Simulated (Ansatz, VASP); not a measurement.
Ge: VASP beside Ansatz

```
CELL_PARAMETERS angstrom
4.21438 0.00000 0.00000
-2.10719 3.28565 0.00000
0.00000 0.00000 13.14505
ATOMIC_POSITIONS crystal
Ge 0.00000 0.00000 0.40681
Ge 0.00000 0.00000 0.59319
Ge 0.00000 0.00000 0.90681
Ge 0.00000 0.00000 0.09319
Ge 0.33333 0.66667 0.34414
Ge 0.66667 0.33333 0.65586
Ge 0.66667 0.33333 0.84414
Ge 0.33333 0.66667 0.15586
```

Change from the starting cell: strain +0.0525 x Voigt [1, -1, 0, 0, 0, 0], atoms carried along.

Alike in both runs: task single point; functional PBEsol; k mesh 12 × 12 × 4; occupations gaussian, width 0.15 eV; no spin polarisation.

|  | VASP | Ansatz |
| --- | --- | --- |
| version | VASP 6.6.1 | Ansatz 0.2.0 |
| potentials or method | VASP PAW PBE potentials, release 64 (Ge_d), cutoff 520 eV | scalar-relativistic, plane waves, PAW |
| valence electrons in the cell | 112 | 112 |

```csv
,VASP,Ansatz,Ansatz less VASP
gap on the k mesh at the Fermi level (eV),none,none,-
pressure (GPa),0.7,0.8,+0.11
"traceless stress, the component that is largest in VASP (GPa)",7.52,7.53,+0.013
rms of the force components (eV/Å),0.543,0.547,+0.0036
```

VASP's potentials were made for PBE, not for PBEsol. Atom by atom the forces differ by 0.004 eV/Å (rms over components). A gap of «none» marks a metal or a gap that the smearing closes.
